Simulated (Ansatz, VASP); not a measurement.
One calculation of Si, two programs

```
Si
1.0
     2.69473    0.00000    0.00000
    -1.34736    2.33370    0.00000
     0.00000    0.00000    2.36911
Si
1
Direct
  0.00000 0.00000 0.00000
```

Change from the starting cell: strain +0.025 along x and y, -0.050 along z, atoms carried along.

Alike in both runs: task single point; functional r2SCAN; k mesh 24 × 24 × 24; occupations gaussian, width 0.15 eV; no spin polarisation.

```csv
,VASP,Ansatz
version,VASP 6.6.1,Ansatz 0.2.0
potentials or method,"VASP PAW PBE potentials, release 64 (Si), cutoff 520 eV","scalar-relativistic, plane waves, PAW"
valence electrons in the cell,4,4
```

Ansatz gave:

```
gap on the k mesh at the Fermi level (eV)                     : none
pressure (GPa)                                                : 1.9
traceless stress, the component that is largest in VASP (GPa) : 10.34
```

Problem. Estimate VASP's values.

Solution. gap on the k mesh at the Fermi level (eV): none; pressure (GPa): 1.8; traceless stress, the component that is largest in VASP (GPa): 10.20.

VASP's potentials were made for PBE, not for r2SCAN. A gap of «none» marks a metal or a gap that the smearing closes.
